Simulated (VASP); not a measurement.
# SnO2 in VASP: settings compared, part 2 of 2

VASP 6.6.1. Earlier steps stand in the parts before.

## 5. Single point, vdW-DF-cx (last atom moved by 0.04 Å along z, cell strained by -1.0% along z)

The input, INCAR:

```
SYSTEM = SnO2
GGA = CX
LUSE_VDW = .TRUE.
AGGAC = 0.0
ISMEAR = 0
SIGMA = 0.03
LWAVE = .FALSE.
LCHARG = .FALSE.
ISIF = 2
PREC = Accurate
LASPH = .TRUE.
LREAL = .FALSE.
ALGO = Normal
EDIFF = 1E-8
NELM = 120
GGA_COMPAT = .FALSE.
ENCUT = 840
EFERMI = MIDGAP
KPAR = 2
NBANDS = 54
```

The input, KPOINTS:

```
Automatic mesh
0
Gamma
  12 12 4
  0 0 0
```

The input, POSCAR:

```
SnO2
1.0
    3.2305756168      0.0000000000      0.0000000000
   -1.6152878084      2.7977605530      0.0000000000
    0.0000000000      0.0000000000     10.6826563800
Sn O
2 4
Direct
    0.0000000000      0.0000000000      0.0000000000
    0.0000000000      0.0000000000      0.5000000000
    0.3333333300      0.6666666700      0.9058620000
    0.3333333300      0.6666666700      0.5941380000
    0.6666666700      0.3333333300      0.0941380000
    0.6666666700      0.3333333300      0.4095689400
```

Potentials or basis: VASP PAW PBE potentials, release 64 (Sn_d, O).

The run is started by

```bash
$ cat potpaw_PBE.64/Sn_d/POTCAR potpaw_PBE.64/O/POTCAR > POTCAR
$ mpirun -np 2 vasp_std > vasp.out
```

OUTCAR:

```text
SYSTEM = SnO2
   GGA = CX
   ISMEAR = 0
   ISIF = 2
   PREC = Accurate
   LASPH = .TRUE.
   LREAL = .FALSE.
   EDIFF = 1E-8
   NELM = 120
   ENCUT = 840
   EFERMI = MIDGAP

 ion  position               nearest neighbor table
   1  0.000  0.000  0.000-   3 2.12   5 2.12   5 2.12   3 2.12   5 2.12   3 2.12
   2  0.000  0.000  0.500-   6 2.10   6 2.10   6 2.10   4 2.12   4 2.12   4 2.12
   3  0.333  0.667  0.906-   1 2.12   1 2.12   1 2.12
   4  0.333  0.667  0.594-   2 2.12   2 2.12   2 2.12
   5  0.667  0.333  0.094-   1 2.12   1 2.12   1 2.12
   6  0.667  0.333  0.410-   2 2.10   2 2.10   2 2.10

  LATTYP: Found a hexagonal cell.
 ALAT       =     3.2305756168
 C/A-ratio  =     3.3067346650

  Lattice vectors:

 A1 = (   3.2305756168,   0.0000000000,   0.0000000000)
 A2 = (  -1.6152878084,   2.7977605530,   0.0000000000)
 A3 = (   0.0000000000,   0.0000000000,  10.6826563800)

Analysis of symmetry for initial positions (statically):
=====================================================================
 Subroutine PRICEL returns:
 Original cell was already a primitive cell.

 Routine SETGRP: Setting up the symmetry group for a
 hexagonal supercell.

 Subroutine GETGRP returns: Found  6 space group operations
 (whereof  6 operations were pure point group operations)
 out of a pool of 24 trial point group operations.

The static configuration has the point symmetry C_3v.

Analysis of symmetry for dynamics (positions and initial velocities):
=====================================================================
 Subroutine PRICEL returns:
 Original cell was already a primitive cell.

 Routine SETGRP: Setting up the symmetry group for a
 hexagonal supercell.

 Subroutine GETGRP returns: Found  6 space group operations
 (whereof  6 operations were pure point group operations)
 out of a pool of 24 trial point group operations.

The dynamic configuration has the point symmetry C_3v.

 Subroutine INISYM returns: Found  6 space group operations
 (whereof  6 operations are pure point group operations),
 and found     1 'primitive' translations
[... 133 lines left out ...]
   IVDW_NL    =     1    kernel type
   BPARAM     = 6.3000
   IVDW    =     0    specifies the selected vdW correction
   LEPSILON=     F    determine dielectric tensor
   LRPA    =     F    only Hartree local field effects (RPA)

   CSHIFT  =0.1000    complex shift for real part using Kramers Kronig

   OMEGAMAX=  -1.0    maximum frequency
 non-spin polarized calculation
 Gauss-broadening in eV      SIGMA  =   0.03
  energy-cutoff  :      840.00
  volume of cell :       96.55
 maximum number of plane-waves:      5397
 NGX is ok and might be reduce to    32
   NGX = 15   NGY = 15   NGZ = 51

 number of electron      52.0000002 magnetization

 Free energy of the ion-electron system (eV)
  ---------------------------------------------------
  ext. energy  EPLUGINS =         0.00000000
  ---------------------------------------------------
  free energy    TOTEN  =       -23.92864662 eV

  energy without entropy =      -23.92864662  energy(sigma->0) =      -23.92864662

 E-fermi :   3.1503     XC(G=0):  -9.3275

 val. band max:        2.1145402188   @ k =   0.2500   0.2500   0.0000
 cond. band min:       4.1860022062   @ k =   0.0000   0.0000   0.0000
 fundamental gap:      2.0714619874
 Fermi energy:         3.1502712125

 k-point     1 :       0.0000    0.0000    0.0000
  band No.  band energies     occupation
      1     -17.9208      2.00000
      2     -17.8874      2.00000
      3     -17.6937      2.00000
      4     -17.6937      2.00000
      5     -17.6232      2.00000
      6     -17.6232      2.00000
[... 973 lines left out ...]
     37      16.1236      0.00000
     38      16.2829      0.00000

 [... further k-points ...]

 [bands above 38 left out]

------------------------ aborting loop because EDIFF is reached ----------------------------------------

  FORCE on cell =-STRESS in cart. coord.  units (eV):
  Direction    XX          YY          ZZ          XY          YZ          ZX
  --------------------------------------------------------------------------------------
  -------------------------------------------------------------------------------------
  Total       -1.4690911     -1.4690911      0.1282932      0.0000000      0.0000000     -0.0000000
  in kB      -24.3775248    -24.3775248      2.1288475      0.0000000      0.0000000     -0.0000000
  external PRESSURE =     -15.5420674 kB  Pullay stress =       0.0000000 kB

 VOLUME and BASIS-vectors are now :
 -----------------------------------------------------------------------------
  energy-cutoff  :      840.00
  volume of cell :       96.55
      direct lattice vectors                 reciprocal lattice vectors
     3.230575617  0.000000000  0.000000000     0.309542360  0.178714365  0.000000000
    -1.615287808  2.797760553  0.000000000     0.000000000  0.357428730  0.000000000
     0.000000000  0.000000000 10.682656380     0.000000000  0.000000000  0.093609676

 POSITION                                       TOTAL-FORCE (eV/Angst)
 -----------------------------------------------------------------------------------
      0.00000      0.00000      0.00000        -0.000000      0.000000     -0.044301
      0.00000      0.00000      5.34133        -0.000000      0.000000      0.460488
     -0.00000      1.86517      9.67701         0.000000     -0.000000      0.078271
     -0.00000      1.86517      6.34697        -0.000000     -0.000000     -0.023571
      1.61529      0.93259      1.00564        -0.000000      0.000000     -0.030060
      1.61529      0.93259      4.37528         0.000000      0.000000     -0.440828
 -----------------------------------------------------------------------------------
    total drift:                                0.000000     -0.000000      0.000052

  FREE ENERGIE OF THE ION-ELECTRON SYSTEM (eV)
  ---------------------------------------------------
  free  energy   TOTEN  =       -23.9286466150 eV

  energy  without entropy=      -23.9286466150  energy(sigma->0) =      -23.92864662

Total vdW correction in eV:      9.9655919
```

OSZICAR:

```text
N       E                     dE             d eps       ncg     rms          rms(c)
DAV:   1     0.791114210941E+03    0.79111E+03   -0.29463E+04  9146   0.183E+03
DAV:   2     0.120899220208E+03   -0.67021E+03   -0.57864E+03  7700   0.594E+02
[... 11 lines left out ...]
DAV:  14    -0.239286469166E+02   -0.72273E-06   -0.28238E-06  8686   0.130E-02    0.147E-03
DAV:  15    -0.239286466547E+02    0.26189E-06   -0.10200E-06  9464   0.800E-03    0.144E-03
DAV:  16    -0.239286465648E+02    0.89893E-07   -0.24219E-07 10386   0.584E-03    0.642E-04
DAV:  17    -0.239286466025E+02   -0.37653E-07   -0.15561E-07 10146   0.422E-03    0.435E-04
DAV:  18    -0.239286466137E+02   -0.11227E-07   -0.17013E-07  8324   0.193E-03    0.527E-04
DAV:  19    -0.239286466150E+02   -0.13351E-08   -0.10781E-08  7100   0.446E-04
   1 F= -.23928647E+02 E0= -.23928647E+02  d E =0.000000E+00
```

It took 18 min on 2 MPI ranks of Intel Xeon Platinum 8488C (Sapphire Rapids), shared host; peak memory 1.2 GiB.

Results:

```
Free energy            : -23.9286 eV
Pressure               : -1.6 GPa
Largest force          : 0.460 eV/Å
Band gap on the k mesh : 2.07 eV (least direct gap 2.52 eV)
```

Forces in eV/Å, atoms in the order of the input:
```
Sn   0.000  0.000 -0.044
Sn   0.000  0.000  0.460
O    0.000  0.000  0.078
O    0.000  0.000 -0.024
O    0.000  0.000 -0.030
O    0.000  0.000 -0.441
```

Stress tensor (GPa, compression positive):
```
-2.44  0.00  0.00
 0.00 -2.44  0.00
 0.00  0.00  0.21
```

Caveat: the cell differs from its parent crystal (last atom moved by 0.04 Å along z, cell strained by -1.0% along z); the PAW data sets were made with another functional, which shifts forces and pressure a little; spin-orbit coupling is left out, which moves the levels of the heavy elements.

## 6. The runs side by side

```tsv
task	level	spin	cell	k mesh	cutoff (eV)	smearing	dipole correction	tolerance level	purpose	gap on the mesh (eV)	pressure (GPa)	largest force (eV/Å)
single point	PBE	off	a = 3.227, b = 3.227, c = 12.022 Å, angles 90.0, 90.0, 120.0°, 6 atoms, atomic positions A	7 × 7 × 3	520	fermi-dirac 0.05 eV	no	-	-	2.38	0.5	0.05
relaxation of cell and atoms	PBE	off	relaxed from a = 3.231, b = 3.231, c = 10.791 Å, angles 90.0, 90.0, 120.0°, 6 atoms, atomic positions B	7 × 7 × 3	600	fermi-dirac 0.05 eV	no	-	-	2.28	0.0	-
single point	PBEsol	non-collinear, zero start, SOC	a = 3.231, b = 3.231, c = 10.791 Å, angles 90.0, 90.0, 120.0°, 6 atoms, atomic positions B	7 × 7 × 3	520	fermi-dirac 0.05 eV	no	-	-	-	-3.8	0.34
single point	vdW-DF-cx	off	a = 3.231, b = 3.231, c = 10.683 Å, angles 90.0, 90.0, 120.0°, 6 atoms, atomic positions C	12 × 12 × 4	840	gaussian 0.03 eV	-	tight	all	2.07	-1.6	0.46
```

Alike in all rows: potentials or basis VASP PAW PBE potentials, release 64 (Sn_d, O).

Caveats: spin-orbit coupling is left out, which moves the levels of the heavy elements (at least some runs); an odd mesh through Γ misses points on the zone boundary, where band edges can lie (at least some runs); the PAW data sets were made with another functional, which shifts forces and pressure a little (at least some runs); the cell stands under tension (at least some runs).

Absolute energies hang on the potentials; compare differences alone.
